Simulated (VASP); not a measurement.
Write the native input for VASP 6.6.1 that does the following.

```
Task                   : single point
Functional             : PBE
Potentials or basis    : VASP PAW PBE potentials, release 64 (Re, Sb, Rh_pv)
Cutoff                 : 520 eV
k mesh                 : 6 × 6 × 6
Occupations            : gaussian, width 0.1 eV
Spin                   : no spin polarisation
Dipole correction      : no
Further INCAR settings : ALGO = Fast; EDIFF = 1e-06; NBANDS = 32
```

The structure of Re2SbRh2 lies in POSCAR:

```
Re2SbRh2
1.0
   -1.7857208106      1.7857208106      6.7957295906
    1.7857208106     -1.7857208106      6.7957295906
    1.7857208106      1.7857208106     -6.7957295906
Re Sb Rh
2 1 2
Direct
    0.2500000000      0.7500000000      0.5000000000
    0.7500000000      0.2500000000      0.5000000000
    0.0000000000      0.0000000000      0.0000000000
    0.6019776623      0.6019776623      0.0000000000
    0.3980223377      0.3980223377      0.0000000000
```

One way to write it, as run:

INCAR

```
ALGO     = Fast           # electronic algorithm
EDIFF    = 1E-6           # SCF threshold, eV
ENCUT    = 520            # plane-wave cutoff, eV
GGA      = PE             # functional
ISIF     = 2              # what is computed and relaxed
ISMEAR   = 0              # smearing method
LASPH    = True           # aspherical terms in the spheres
LCHARG   = True           # write CHGCAR
LELF     = True           # ELF
LREAL    = False          # projectors in reciprocal space
LVHAR    = True         
LWAVE    = False          # write WAVECAR
NBANDS   = 32             # bands
NELM     = 100            # most SCF steps
PREC     = Accurate       # precision mode
SIGMA    = 0.1            # smearing width, eV
```

KPOINTS

```
k-points
0
Gamma
  6 6 6
```

Potentials or basis: VASP PAW PBE potentials, release 64 (Re, Sb, Rh_pv).

Run with:

```bash
$ cat potpaw_PBE.64/Re/POTCAR potpaw_PBE.64/Sb/POTCAR potpaw_PBE.64/Rh_pv/POTCAR > POTCAR
$ mpirun -np 1 vasp_std > vasp.out
```

It gave:

| Item | Value |
| --- | --- |
| Pressure | -0.6 GPa |
| Largest force | 0.029 eV/Å |

Caveat: the k points lie up to 0.41 Å⁻¹ apart.

It took 10 min on 1 thread of AMD EPYC 7R13 Processor (Zen 3), with other jobs on the host, peak memory 0.4 GiB.
